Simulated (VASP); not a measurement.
Set up this calculation in VASP 6.6.1, as the native input.

```
Task                   : single point
Functional             : r2SCAN
Potentials or basis    : VASP PAW PBE potentials, release 64 (Bi_d, P)
Cutoff                 : 520 eV
k mesh                 : 10 × 10 × 10
Occupations            : gaussian, width 0.05 eV
Spin                   : no spin polarisation
Dipole correction      : no
Further INCAR settings : ALGO = Normal; EDIFF = 1e-06; NBANDS = 17
```

BiP:

```
Bi P
1.0
     3.57376    0.00000    0.00000
     0.00000    3.57376    0.00000
     0.00000    0.00000    3.57376
Bi P
1 1
Direct
  0.00000 0.00000 0.00000
  0.50000 0.50000 0.50000
```

One way to write it, as run:

POSCAR

```
BiP
1.0
    3.5737580947      0.0000000000      0.0000000000
    0.0000000000      3.5737580947      0.0000000000
    0.0000000000      0.0000000000      3.5737580947
Bi P
1 1
Direct
    0.0000000000      0.0000000000      0.0000000000
    0.5000000000      0.5000000000      0.5000000000
```

INCAR.step1

```
PREC = Accurate ; ENCUT = 520
ISMEAR = 0 ; SIGMA = 0.05
LREAL = False ; LASPH = True
NELM = 60 ; NBANDS = 17
GGA = PE ; ALGO = Normal
EDIFF = 1E-4 ; LWAVE = True
LCHARG = False
```

INCAR.step2

```
PREC = Accurate ; ENCUT = 520
EDIFF = 1E-6 ; ISMEAR = 0
SIGMA = 0.05 ; LREAL = False
LASPH = True ; NELM = 60
ALGO = Normal ; ISIF = 2
LWAVE = False ; LCHARG = True
METAGGA = R2SCAN ; LMIXTAU = True
LELF = True ; LVHAR = True
NBANDS = 17 ; ISTART = 1
```

KPOINTS

```
Automatic mesh
0
Gamma
  10 10 10
```

Potentials or basis: VASP PAW PBE potentials, release 64 (Bi_d, P).

Launch:

```sh
$ cat potpaw_PBE.64/Bi_d/POTCAR potpaw_PBE.64/P/POTCAR > POTCAR
$ cp INCAR.step1 INCAR
$ mpirun -np 1 vasp_std > vasp.out
$ cp INCAR.step2 INCAR
$ mpirun -np 1 vasp_std > vasp.out
```

Results of the run:

```json
{
  "Pressure": "0.0 GPa",
  "Band gap on the k mesh": "zero (bands 10 and 11 overlap by 3.27 eV)"
}
```

Caveat: the PAW data sets were made with another functional, which shifts forces and pressure a little; spin-orbit coupling is left out, which moves the levels of the heavy elements.

Run time: 55 s on 1 thread of Intel(R) Xeon(R) 6975P-C (Granite Rapids), on a shared host, peak memory 0.18 GiB.
